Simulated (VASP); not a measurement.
# Si2Mo (I4/mmm) in VASP: further runs

Runs on Si2Mo. Level: PBE. Tasks: single point.

Program: VASP 6.6.1. These are calculated values, not measurements. Logs are shortened: lines on timing, memory, paths and dates and some standing lists are left out, and cuts for length are marked.

## Step 1: The cell of the first run

The structure is tetragonal, space group I4/mmm (No. 139). Conventional cell: a = 3.242 Å, b = 3.242 Å, c = 7.964 Å, α = 90.00°, β = 90.00°, γ = 90.00°. Within 3.5 Å of Si (site symmetry 4mm) lie 9 Si at 2.62 to 3.24 Å and 5 Mo at 2.64 to 2.67 Å. Within 3.5 Å of Mo (site symmetry 4/mmm) lie 10 Si at 2.64 to 2.67 Å and 4 Mo at 3.24 Å.

## Step 2: Single point, PBE (13.95 Å³/atom)

File INCAR:

```
PREC     = Accurate       # precision mode
ENCUT    = 520            # plane-wave cutoff, eV
EDIFF    = 1E-7           # SCF threshold, eV
ISMEAR   = -1             # smearing method
SIGMA    = 0.05           # smearing width, eV
LREAL    = False          # projectors in reciprocal space
LASPH    = True           # aspherical terms in the spheres
NELM     = 100            # most SCF steps
ALGO     = Normal         # electronic algorithm
ISIF     = 2              # what is computed and relaxed
LWAVE    = False          # write WAVECAR
LCHARG   = False          # write CHGCAR
GGA      = PE             # functional
NBANDS   = 18             # bands
```

File KPOINTS:

```
regular mesh
0
Gamma
  20 20 20
```

File POSCAR:

```
Si2Mo
1.0
   -1.6210550461      1.6210550461      3.9822230367
    1.6210550461     -1.6210550461      3.9822230367
    1.6210550461      1.6210550461     -3.9822230367
Si Mo
2 1
Direct
    0.3355148037      0.3355148037      0.0000000000
    0.6644851963      0.6644851963      0.0000000000
    0.0000000000      0.0000000000      0.0000000000
```

Potentials or basis: VASP PAW PBE potentials, release 64 (Si, Mo_sv).

Run with:

```
$ cat potpaw_PBE.64/Si/POTCAR potpaw_PBE.64/Mo_sv/POTCAR > POTCAR
$ mpirun -np 1 vasp_std > vasp.out
```

OUTCAR:

```text
PREC = Accurate
   ENCUT = 520
   EDIFF = 1E-7
   ISMEAR = -1
   LREAL = False
   LASPH = True
   NELM = 100
   ISIF = 2
   GGA = PE

 ion  position               nearest neighbor table
   1  0.336  0.336  0.000-   2 2.62   3 2.64   3 2.64   3 2.64   3 2.64   2 2.67   2 2.67   2 2.67
                             2 2.67   3 2.67
   2  0.664  0.664  0.000-   1 2.62   3 2.64   3 2.64   3 2.64   3 2.64   1 2.67   1 2.67   1 2.67
                             1 2.67   3 2.67
   3  0.000  0.000  0.000-   2 2.64   2 2.64   2 2.64   1 2.64   2 2.64   1 2.64   1 2.64   1 2.64
                             1 2.67   2 2.67

  LATTYP: Found a body centered tetragonal cell.
 ALAT       =     3.2421100922
 C/A-ratio  =     2.4565625000

  Lattice vectors:

 A1 = (  -1.6210550461,   1.6210550461,   3.9822230367)
 A2 = (   1.6210550461,  -1.6210550461,   3.9822230367)
 A3 = (   1.6210550461,   1.6210550461,  -3.9822230367)

Analysis of symmetry for initial positions (statically):
=====================================================================
 Subroutine PRICEL returns:
 Original cell was already a primitive cell.

 Routine SETGRP: Setting up the symmetry group for a
 body centered tetragonal supercell.

 Subroutine GETGRP returns: Found 16 space group operations
 (whereof 16 operations were pure point group operations)
 out of a pool of 16 trial point group operations.

The static configuration has the point symmetry D_4h.

Analysis of symmetry for dynamics (positions and initial velocities):
=====================================================================
 Subroutine PRICEL returns:
 Original cell was already a primitive cell.

 Routine SETGRP: Setting up the symmetry group for a
 body centered tetragonal supercell.

 Subroutine GETGRP returns: Found 16 space group operations
 (whereof 16 operations were pure point group operations)
 out of a pool of 16 trial point group operations.

The dynamic configuration has the point symmetry D_4h.

 Subroutine INISYM returns: Found 16 space group operations
 (whereof 16 operations are pure point group operations),
 and found     1 'primitive' translations

----------------------------------------------------------------------------------------

                                     Primitive cell

  volume of cell :      41.8583

  direct lattice vectors                    reciprocal lattice vectors
    -1.621055046  1.621055046  3.982223037     0.000000000  0.308441099  0.125558010
     1.621055046 -1.621055046  3.982223037     0.308441099  0.000000000  0.125558010
     1.621055046  1.621055046 -3.982223037     0.308441099  0.308441099  0.000000000

  length of vectors
     4.594968905  4.594968905  4.594968905     0.333017605  0.333017605  0.436201585

  position of ions in fractional coordinates (direct lattice)
     0.335514804  0.335514804  0.000000000
     0.664485196  0.664485196  0.000000000
     0.000000000  0.000000000  0.000000000

  ion indices of the primitive-cell ions
   primitive index   ion index
                 1           1
                 2           2
                 3           3

----------------------------------------------------------------------------------------

 KPOINTS: regular mesh

Automatic generation of k-mesh.
 Grid dimensions read from file:
 generate k-points for:   20   20   20

 Generating k-lattice:

  Cartesian coordinates                     Fractional coordinates (reciprocal lattice)
     0.000000000  0.015422055  0.006277901     0.050000000  0.000000000  0.000000000
     0.015422055  0.000000000  0.006277901     0.000000000  0.050000000  0.000000000
     0.015422055  0.015422055  0.000000000     0.000000000  0.000000000  0.050000000

  Length of vectors
     0.016650880  0.016650880  0.021810079

  Shift w.r.t. Gamma in fractional coordinates (k-lattice)
     0.000000000  0.000000000  0.000000000

 Subroutine IBZKPT returns following result:
 ===========================================

 Found    641 irreducible k-points:

 Following reciprocal coordinates:
            Coordinates               Weight
  0.000000  0.000000  0.000000      1.000000
  0.050000  0.000000  0.000000      8.000000
  0.100000  0.000000 -0.000000      8.000000
  0.150000  0.000000 -0.000000      8.000000
  0.200000  0.000000 -0.000000      8.000000
  0.250000  0.000000  0.000000      8.000000
[... 16 lines left out ...]
 -0.400000  0.050000  0.000000     16.000000
 -0.350000  0.050000  0.000000     16.000000
 [... further k-points ...]
   k-points           NKPTS =    641   k-points in BZ     NKDIM =    641   number of bands    NBANDS=     18
   number of dos      NEDOS =    301   number of ions     NIONS =      3
   total plane-waves  NPLWV =  46656
   dimension x,y,z NGX =    36 NGY =   36 NGZ =   36
   dimension x,y,z NGXF=    72 NGYF=   72 NGZF=   72
   ions per type =               2   1
   NGX,Y,Z   is equivalent  to a cutoff of  13.02, 13.02, 13.02 a.u.
   NGXF,Y,Z  is equivalent  to a cutoff of  26.05, 26.05, 26.05 a.u.
 SYSTEM =  unknown system
   PREC   = accura    normal or accurate (medium, high low for compatibility)
   ISTART =      0    job   : 0-new  1-cont  2-samecut
   ICHARG =      2    charge: 1-file 2-atom 10-const
   ISPIN  =      1    spin polarized calculation?
   LNONCOLLINEAR =      F non collinear calculations
   LSORBIT =      F    spin-orbit coupling
   LASPH  =      T    aspherical Exc in radial PAW
   ENCUT  =  520.0 eV  38.22 Ry    6.18 a.u.   8.54  8.54  8.54*2*pi/ulx,y,z
   NELM   =    100;   NELMIN=  2; NELMDL= -5     # of ELM steps
   EDIFF  = 0.1E-06   stopping-criterion for ELM
   LREAL  =      F    real-space projection
   EDIFFG = 0.1E-05   stopping-criterion for IOM
   NSW    =      0    number of steps for IOM
   IBRION =     -1    ionic relax: 0-MD 1-quasi-New 2-CG
   NFREE  =      0    steps in history (QN), initial steepest desc. (CG)
   ISIF   =      2    stress and relaxation
   ISYM   =      2    0-nonsym 1-usesym 2-fastsym
   POTIM  = 0.5000    time-step for ionic-motion
   TEBEG  =    0.0;   TEEND  =   0.0 temperature during run
   PSTRESS=    0.0 pullay stress
   NELECT =      22.0000    total number of electrons
   NUPDOWN=      -1.0000    fix difference up-down
   EMIN   =  10.00;   EMAX   =-10.00  energy-range for DOS
   EFERMI =   0.00;   METHOD = LEGACY
   ISMEAR =    -1;   SIGMA  =   0.05  broadening in eV -4-tet -1-fermi 0-gaus
   EFERMI_NEDOS =   21; number of points for ismear=-14 and -15
   IALGO  =     38    algorithm
   IMIX   =      4    mixing-type and parameters
     AMIX     =   0.40;   BMIX     =  1.00
     AMIX_MAG =   1.60;   BMIX_MAG =  1.00
  volume/ion in A,a.u.               =      13.95        94.16
  Fermi-wavevector in a.u.,A,eV,Ry     =   1.321160  2.496630 23.748470  1.745463
  Thomas-Fermi vector in A             =   2.450934
   LORBIT       =      0    0 simple, 1 ext, 2 COOP (PROOUT), +10 PAW based schemes
   GGA     = PE    functional components
   LHFCALC =     F    Hartree Fock is set to
   AEXX    =    0.0000 exact exchange contribution
   IVDW    =     0    specifies the selected vdW correction
   LEPSILON=     F    determine dielectric tensor
   LRPA    =     F    only Hartree local field effects (RPA)
 non-spin polarized calculation
  energy-cutoff  :      520.00
  volume of cell :       41.86
 maximum number of plane-waves:      1152
 NGX is ok and might be reduce to    36
   NGX = 17   NGY = 17   NGZ = 17

 number of electron      22.0000000 magnetization

 Free energy of the ion-electron system (eV)
  ---------------------------------------------------
  ext. energy  EPLUGINS =         0.00000000
  ---------------------------------------------------
  free energy    TOTEN  =       -23.24424984 eV

  energy without entropy =      -23.24224648  energy(sigma->0) =      -23.24324816

 E-fermi :  11.6768     XC(G=0): -12.2411

 val. band max:       11.6613066232   @ k =  -0.4500  -0.4500   0.3000
 cond. band min:      11.6938226359   @ k =  -0.4500   0.4500   0.3500
 fundamental gap:      0.0325160127
 Fermi energy:        11.6768064180

 k-point     1 :       0.0000    0.0000    0.0000
  band No.  band energies     occupation
      1     -49.0973      2.00000
      2     -23.2220      2.00000
      3     -23.1652      2.00000
      4     -23.1652      2.00000
      5      -1.4367      2.00000
      6       5.5170      2.00000
[... 10 lines left out ...]
     17      16.5630      0.00000
     18      16.5630      0.00000

 k-point     2 :       0.0500    0.0000    0.0000
  band No.  band energies     occupation
      1     -49.0970      2.00000
      2     -23.2216      2.00000
      3     -23.1707      2.00000
      4     -23.1647      2.00000
      5      -1.3927      2.00000
      6       5.5157      2.00000
[... 10 lines left out ...]
     17      16.5925      0.00000
     18      16.8826      0.00000

 k-point     3 :       0.1000    0.0000   -0.0000
  band No.  band energies     occupation
      1     -49.0959      2.00000
      2     -23.2204      2.00000
      3     -23.1866      2.00000
      4     -23.1632      2.00000
      5      -1.2614      2.00000
      6       5.5050      2.00000
[... 10 lines left out ...]
     17      16.7311      0.00000
     18      17.5938      0.00000

 k-point     4 :       0.1500    0.0000   -0.0000
  band No.  band energies     occupation
      1     -49.0942      2.00000
      2     -23.2186      2.00000
      3     -23.2112      2.00000
      4     -23.1609      2.00000
      5      -1.0452      2.00000
      6       5.4608      2.00000
[... 375 lines left out ...]
      4     -23.1501      2.00000
      5       1.6770      2.00000
      6       3.0656      2.00000
[... 10 lines left out ...]
     17      18.3795      0.00000
     18      19.2868      0.00000

 k-point    23 :      -0.4000    0.0500    0.0000
  band No.  band energies     occupation
      1     -49.0831      2.00000
      2     -23.3642      2.00000
      3     -23.2053      2.00000
      4     -23.1516      2.00000
      5       1.0859      2.00000
      6       3.6829      2.00000
[... 10 lines left out ...]
     17      18.4493      0.00000
     18      20.0131      0.00000

 k-point    24 :      -0.3500    0.0500    0.0000
  band No.  band energies     occupation
      1     -49.0848      2.00000
      2     -23.3401      2.00000
      3     -23.2071      2.00000
      4     -23.1539      2.00000
      5       0.5364      2.00000
      6       4.2777      2.00000
[... 10 lines left out ...]
     17      18.5169      0.00000
     18      20.1773      0.00000

 [... further k-points ...]
[... 5 lines left out ...]
  --------------------------------------------------------------------------------------
  -------------------------------------------------------------------------------------
  Total       -1.1782329     -1.1782329     -1.6897349      0.0000000      0.0000000     -0.0000000
  in kB      -45.0983478    -45.0983478    -64.6767317      0.0000000      0.0000000     -0.0000000
  external PRESSURE =     -51.6244758 kB  Pullay stress =       0.0000000 kB

 VOLUME and BASIS-vectors are now :
 -----------------------------------------------------------------------------
  energy-cutoff  :      520.00
  volume of cell :       41.86
      direct lattice vectors                 reciprocal lattice vectors
    -1.621055046  1.621055046  3.982223037     0.000000000  0.308441099  0.125558010
     1.621055046 -1.621055046  3.982223037     0.308441099  0.000000000  0.125558010
     1.621055046  1.621055046 -3.982223037     0.308441099  0.308441099  0.000000000

 POSITION                                       TOTAL-FORCE (eV/Angst)
 -----------------------------------------------------------------------------------
      0.00000      0.00000      2.67219        -0.000000     -0.000000      0.010121
      0.00000      0.00000      5.29226        -0.000000     -0.000000     -0.010121
      0.00000      0.00000      0.00000         0.000000      0.000000      0.000000
 -----------------------------------------------------------------------------------
    total drift:                                0.000000     -0.000000      0.000000

  FREE ENERGIE OF THE ION-ELECTRON SYSTEM (eV)
  ---------------------------------------------------
  free  energy   TOTEN  =       -23.2442498409 eV

  energy  without entropy=      -23.2422464799  energy(sigma->0) =      -23.24324816
```

Run time: 15 min. Hardware: 1 thread of Oxide Virtual Turin-like, shared host; peak memory 0.54 GiB.

What came out:

```
Free energy            : -23.2442 eV
Pressure               : -5.2 GPa
Largest force          : 0.010 eV/Å
Band gap on the k mesh : zero (bands 11 and 12 overlap by 0.90 eV)
```

Forces in eV/Å, atoms in the order of the input:
```
Si   0.000  0.000  0.010
Si   0.000  0.000 -0.010
Mo   0.000  0.000  0.000
```

Stress tensor (GPa, compression positive):
```
-4.51  0.00  0.00
 0.00 -4.51  0.00
 0.00  0.00 -6.47
```

Levels at points of the mesh, in eV from the Fermi level:
```tsv
k point	band 7	band 8	band 9	band 10	band 11	band 12	band 13	band 14	band 15	band 16
(0.00, 0.00, 0.00)	-3.51	-2.88	-2.49	-2.49	0.35	2.94	3.35	3.39	3.39	3.88
(0.50, 0.00, 0.00)	-4.81	-4.39	-2.47	-2.44	-0.45	2.13	3.05	3.74	4.03	5.45
(0.50, 0.50, 0.00)	-5.45	-5.21	-4.27	-2.92	-1.22	2.18	2.54	2.97	3.19	4.72
(0.50, 0.50, 0.50)	-3.32	-2.06	-0.55	-0.55	-0.46	-0.46	0.47	4.52	4.65	6.01
```

Caveat: the cell stands under tension.

(Part 1 of 3 ends here.)

The gap in the log of VASP goes by the Fermi energy; the results here count the filled bands.